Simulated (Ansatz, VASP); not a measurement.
One calculation of BN, two programs

File INCAR:

```
SYSTEM = BN
  PREC = Accurate
  ENCUT = 520
  EDIFF = 1E-7
  ISMEAR = 0
  SIGMA = 0.05
  LREAL = .FALSE.
  LASPH = .TRUE.
  NELM = 80
  ALGO = Normal
  ISIF = 2
  LWAVE = .FALSE.
  LCHARG = .TRUE.
  LELF = .TRUE.
  LVHAR = .TRUE.
  NBANDS = 16
```

The input KPOINTS:

```
regular mesh
0
G
  12 12 4
  0 0 0
```

File POSCAR:

```
BN
1.0
    2.4648053352      0.0000000000      0.0000000000
   -1.2324026676      2.1345840357      0.0000000000
    0.0000000000      0.0000000000      5.9847938344
B N
2 2
Direct
    0.3333333333      0.6666666667      0.2500000000
    0.6666666667      0.3333333333      0.7500000000
    0.3333333333      0.6666666667      0.7500000000
    0.6666666667      0.3333333333      0.2500000000
```

Input for Ansatz:

```yaml
crystal:
  lattice:
    - [2.4648053352, 0.0, 0.0]
    - [-1.2324026676, 2.1345840357, 0.0]
    - [0.0, 0.0, 5.9847938344]
  atoms:
    - { symbol: B, position: [0.3333333333, 0.6666666667, 0.25] }
    - { symbol: B, position: [0.6666666667, 0.3333333333, 0.75] }
    - { symbol: "N", position: [0.3333333333, 0.6666666667, 0.75] }
    - { symbol: "N", position: [0.6666666667, 0.3333333333, 0.25] }
basis:
  ecutwfc: 520.0
kpoints:
  mp_grid: { grid: [12, 12, 4] }
hamiltonian:
  xc: lda
  pseudopotentials: { kind: paw, azcp: { folder: soft_1 } }
scf:
  occupations: { method: gaussian, width: 0.05 }
output:
  forces: true
  stress: true
  eigenvalues: true
```

Alike in both runs: task single point; functional LDA; k mesh 12 × 12 × 4; occupations gaussian, width 0.05 eV; no spin polarisation.

```csv
,VASP,Ansatz
version,VASP 6.6.1,Ansatz 0.2.0
potentials or method,"VASP PAW LDA potentials, release 64 (B, N), cutoff 520 eV","scalar-relativistic, plane waves, PAW"
valence electrons in the cell,16,16
```

|  | VASP | Ansatz | Ansatz less VASP |
| --- | --- | --- | --- |
| gap on the k mesh at the Fermi level (eV) | 3.95 | 3.96 | +0.012 |
| least direct gap on the mesh (eV) | 4.27 | 4.28 | +0.012 |
| pressure (GPa) | 10.4 | 9.7 | -0.70 |
| traceless stress, the component that is largest in VASP (GPa) | -6.63 | -5.75 | +0.877 |

Ansatz warns that its potentials were made for another functional, while VASP's fit it. LDA's correlation is that of Perdew and Zunger in VASP and of Perdew and Wang (1992) in Ansatz.
